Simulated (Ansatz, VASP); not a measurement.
**One calculation of YTiTe3, two programs**

```
Y Ti Te
1.0
     6.23432    0.00000    0.00000
    -3.11716    5.39908    0.00000
     0.00000    0.00000    5.33750
Y Ti Te
1 1 3
Cartesian
  0.0000 0.0000 2.6687
  0.0000 0.0000 0.0000
  3.1172 0.0000 0.0000
  -1.5586 2.6995 0.0000
  1.5586 2.6995 0.0000
```

Alike in both runs: functional PBE; k mesh 6 × 6 × 8; occupations gaussian, width 0.1 eV; collinear spin.

Ansatz relaxed the structure, and its values are those at the end. VASP's run is a single point on that final structure, the one shown.

```csv
,VASP,Ansatz
version,VASP 6.6.1,Ansatz 0.2.0
potentials or method,"VASP PAW PBE potentials, release 64 (Y_sv, Ti_sv, Te), cutoff 520 eV","scalar-relativistic, plane waves, PAW"
valence electrons in the cell,41,71
```

VASP gave:

* gap on the k mesh at the Fermi level (eV): none
* pressure (GPa): 0.0
* net moment per atom (μB): 0.31
* size of the moment on the site where the two differ most (μB): 0.31

Problem. What did Ansatz give for the same quantities?

Solution. gap on the k mesh at the Fermi level (eV): none; pressure (GPa): 0.0; net moment per atom (μB): 0.32; size of the moment on the site where the two differ most (μB): 0.17.

Site moments also hang on the region over which each program counts them. A gap of «none» marks a metal or a gap that the smearing closes. The functional is the same, so the differences come from potentials, cutoffs and numerics. VASP's potentials hold 41 valence electrons a cell and Ansatz's 71, so a difference there can come from the potentials and not from the codes.

Neither program's run includes spin-orbit coupling.
